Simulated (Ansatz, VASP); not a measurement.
## SnO2 in VASP and in Ansatz

```xyz
6
Lattice="4.8265 0.0000 0.0000 0.0000 4.8284 0.0000 0.0000 0.0000 3.2382" Properties=species:S:1:pos:R:3 pbc="T T T"
Sn    2.3294    2.3304    1.4738
Sn   -0.0838   -0.0838   -0.1453
O     1.4793    1.4807    0.0000
O     3.8926    0.9335    1.6191
O     0.9339    3.8949    1.6191
O     3.3472    3.3477    0.0000
```

Change from the starting cell: all Sn atoms moved +0.188 Å, as atom 1 towards its neighbour atom 3 (O) at 2.089 Å.

Alike in both runs: task single point; functional PBE; k mesh 6 × 6 × 8; occupations gaussian, width 0.05 eV; no spin polarisation.

|  | VASP | Ansatz |
| --- | --- | --- |
| version | VASP 6.6.1 | Ansatz 0.2.0 |
| potentials or method | VASP PAW PBE potentials, release 64 (Sn_d, O), cutoff 520 eV | scalar-relativistic, plane waves, PAW |
| valence electrons in the cell | 52 | 52 |

```csv
,VASP,Ansatz,Ansatz less VASP
gap on the k mesh at the Fermi level (eV),0.70,0.72,+0.015
least direct gap on the mesh (eV),0.70,0.72,+0.015
pressure (GPa),4.8,4.3,-0.52
"traceless stress, the component that is largest in VASP (GPa)",1.88,1.92,+0.032
rms of the force components (eV/Å),1.431,1.405,-0.0261
```

Atom by atom the forces differ by 0.028 eV/Å (rms over components).
